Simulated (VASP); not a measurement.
Wanted: the native input for a VASP 6.6.1 run.

```yaml
Task: single point
Functional: r2SCAN
Potentials_or_basis: VASP PAW PBE potentials, release 64 (Al)
Cutoff: 520 eV
k_mesh: 5 × 5 × 5
Occupations: fermi-dirac, width 0.1 eV
Spin: no spin polarisation
Dipole_correction: no
Further_INCAR_settings: ALGO = Normal; EDIFF = 1e-06; NBANDS = 22
```

Al:

```xyz
8
Lattice="5.0723 0.0000 0.0000 0.0000 5.0723 0.0000 0.0000 0.0000 5.0723" Properties=species:S:1:pos:R:3 pbc="T T T"
Al    0.0000    0.0000    0.0000
Al    2.5361    2.5361    2.5361
Al    1.2681    0.0000    2.5361
Al    3.8042    0.0000    2.5361
Al    2.5361    1.2681    0.0000
Al    2.5361    3.8042    5.0723
Al    5.0723    2.5361    1.2681
Al    5.0723    2.5361    3.8042
```

The input as run:

POSCAR

```
Al
1.0
    5.0722634220      0.0000000000      0.0000000000
    0.0000000000      5.0722634220      0.0000000000
    0.0000000000      0.0000000000      5.0722634220
Al
8
Direct
    0.0000000000      0.0000000000      0.0000000000
    0.5000000000      0.5000000000      0.5000000000
    0.2500000000      0.0000000000      0.5000000000
    0.7500000000      0.0000000000      0.5000000000
    0.5000000000      0.2500000000      0.0000000000
    0.5000000000      0.7500000000      1.0000000000
    1.0000000000      0.5000000000      0.2500000000
    1.0000000000      0.5000000000      0.7500000000
```

INCAR.step1

```
SYSTEM = Al
ALGO = Normal ; EDIFF = 1E-4
ENCUT = 520 ; GGA = PE
ISMEAR = -1 ; LASPH = .True.
LCHARG = .False. ; LREAL = .False.
LWAVE = .True. ; NBANDS = 22
NELM = 100 ; PREC = Accurate
SIGMA = 0.1
```

INCAR.step2

```
SYSTEM = Al
ALGO = Normal ; EDIFF = 1E-6
ENCUT = 520 ; ISIF = 2
ISMEAR = -1 ; ISTART = 1
LASPH = .True. ; LCHARG = .False.
LMIXTAU = .True. ; LREAL = .False.
LWAVE = .False. ; METAGGA = R2SCAN
NBANDS = 22 ; NELM = 100
PREC = Accurate ; SIGMA = 0.1
```

KPOINTS

```
k-points
0
Gamma
  5 5 5
  0 0 0
```

Potentials or basis: VASP PAW PBE potentials, release 64 (Al).

Run with:

```bash
$ cat potpaw_PBE.64/Al/POTCAR > POTCAR
$ cp INCAR.step1 INCAR
$ mpirun -np 1 vasp_std > vasp.out
$ cp INCAR.step2 INCAR
$ mpirun -np 1 vasp_std > vasp.out
```

It gave:

| Property | Result |
| --- | --- |
| Pressure | -0.3 GPa |
| Band gap on the k mesh | zero (band 12 reaches 10.25 eV, above the bottom of band 13 at 7.57 eV) |

Caveat: the PAW data sets were made with another functional, which shifts forces and pressure a little.

Run time: 58 s on 1 thread of Intel(R) Xeon(R) Platinum 8488C (Sapphire Rapids) (shared host), peak memory 0.24 GiB.
